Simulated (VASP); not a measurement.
Crystal: ZrAl3N4.

```
Zr Al N
1.0
     3.33498    0.00000    0.00000
     0.00000    3.33498    0.00000
     0.00000    0.00000    9.43274
Zr Al N
1 3 4
Direct
  0.50000 0.50000 0.00000
  0.00000 0.00000 0.75000
  0.00000 0.00000 0.25000
  0.50000 0.50000 0.50000
  0.00000 0.00000 0.00000
  0.50000 0.50000 0.25000
  0.00000 0.00000 0.50000
  0.50000 0.50000 0.75000
```

| Property | Result |
| --- | --- |
| Program | VASP 6.6.1 |
| Task | relaxation of cell and atoms |
| Functional | PBE |
| Potentials or basis | VASP PAW PBE potentials, release 64 (Zr_sv, Al, N) |
| Cutoff | 600 eV |
| k mesh | 6 × 6 × 2 |
| Occupations | gaussian, width 0.1 eV |
| Spin | no spin polarisation |

At the start: pressure -34.2 GPa; volume 13.11 Å³/atom.

Task: How do energy, volume and symmetry change on relaxing?

Result: Over 10 steps the energy falls by 541.5 meV/atom and the volume is 9.73 Å³/atom (-25.8 %); space group P4/mmm (No. 123, to 0.1 Å) before and after.

The path:
```
step  energy change (eV)  largest force (eV/Å)  pressure (GPa)  volume (Å³)
   1              0.0000                0.7587          -34.24       104.91
   2             -2.5406                4.0820           45.12        67.85
   3             -3.8023                2.7388           -0.08        78.45
   4             -4.1708                1.2874            4.08        76.39
   5             -4.1708                1.2868            4.08        76.39
   6             -4.3100                0.5574           -1.79        78.35
   7             -4.3135                0.4171           -2.68        78.72
   8             -4.3220                0.2785            2.01        77.33
   9             -4.3297                0.0161            0.04        77.89
  10             -4.3318                0.0196            0.11        77.87
```

Final structure:
```cif
data_structure
_symmetry_space_group_name_H-M 'P 1'
_symmetry_Int_Tables_number 1
_cell_length_a 3.0286
_cell_length_b 3.0286
_cell_length_c 8.4894
_cell_angle_alpha 90.000
_cell_angle_beta 90.000
_cell_angle_gamma 90.000
_cell_volume 77.87
loop_
_atom_site_label
_atom_site_type_symbol
_atom_site_fract_x
_atom_site_fract_y
_atom_site_fract_z
_atom_site_occupancy
Zr1 Zr 0.50000 0.50000 0.00000 1
Al1 Al 0.00000 0.00000 0.73299 1
Al2 Al 0.00000 0.00000 0.26701 1
Al3 Al 0.50000 0.50000 0.50000 1
N1 N 0.00000 0.00000 0.00000 1
N2 N 0.50000 0.50000 0.26987 1
N3 N 0.00000 0.00000 0.50000 1
N4 N 0.50000 0.50000 0.73013 1
```

Caveat: the volume moved by over 15 % at a fixed basis, so the end points are rough.
